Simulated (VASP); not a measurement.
RbCl:

```
CELL_PARAMETERS angstrom
0.00000 3.30573 3.30573
3.30573 0.00000 3.30573
3.30573 3.30573 0.00000
ATOMIC_POSITIONS crystal
Rb 0.00000 0.00000 0.00000
Cl 0.50000 0.50000 0.50000
```

Base run:

```yaml
Program: VASP 6.6.1
Functional: PBE-based global hybrid
Potentials_or_basis: VASP PAW PBE potentials, release 64 (Rb_sv, Cl)
Cutoff: 400 eV
k_mesh: 4 × 4 × 4
Occupations: gaussian, width 0.01 eV
Spin: no spin polarisation
```

Its results: band gap on the k mesh 11.22 eV, direct; pressure -0.4 GPa.

Q: The run is repeated on the same cell with these changes: functional from PBE-based global hybrid to HSE06. What comes out?

A: Band gap on the k mesh 6.25 eV, direct; pressure 0.3 GPa.

Caveats: the PAW data sets were made with another functional, which shifts forces and pressure a little.

